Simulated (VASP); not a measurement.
A run of VASP 6.6.1:

Contents of INCAR:

```
SYSTEM = Sc
PREC = Accurate ; ENCUT = 500
EDIFF = 1E-6 ; ISMEAR = -1
SIGMA = 0.1 ; LREAL = .FALSE.
LASPH = .TRUE. ; NELM = 120
ALGO = Normal ; ISIF = 2
LWAVE = .FALSE. ; LCHARG = .TRUE.
LELF = .TRUE. ; LVHAR = .TRUE.
NBANDS = 18 ; GGA_COMPAT = .FALSE.
```

Contents of KPOINTS:

```
regular mesh
0
G
  2 2 1
  0 0 0
```

File POSCAR:

```
Sc
1.0
    3.2269060027      0.0000000000      0.0000000000
   -1.6134530014      2.7945825740      0.0000000000
    0.0000000000      0.0000000000      5.0094253455
Sc
2
Direct
    0.3333333333      0.6666666667      0.2500000000
    0.6666666667      0.3333333333      0.7500000000
```

Potentials or basis: VASP PAW LDA potentials, release 64 (Sc_sv).

Command:

```console
$ cat potpaw_LDA.64/Sc_sv/POTCAR > POTCAR
$ mpirun -np 1 vasp_std > vasp.out
```

Hardware: 1 thread of AMD EPYC 7R43 64-Core Processor (Zen 3), with other jobs on the host.

Q: Estimate the wall time of this run.

A: Wall time 4.9 s on 1 thread of AMD EPYC 7R43 64-Core Processor (Zen 3), with other jobs on the host, peak memory 0.1 GiB. Counts: scf iterations 11, k points 2.
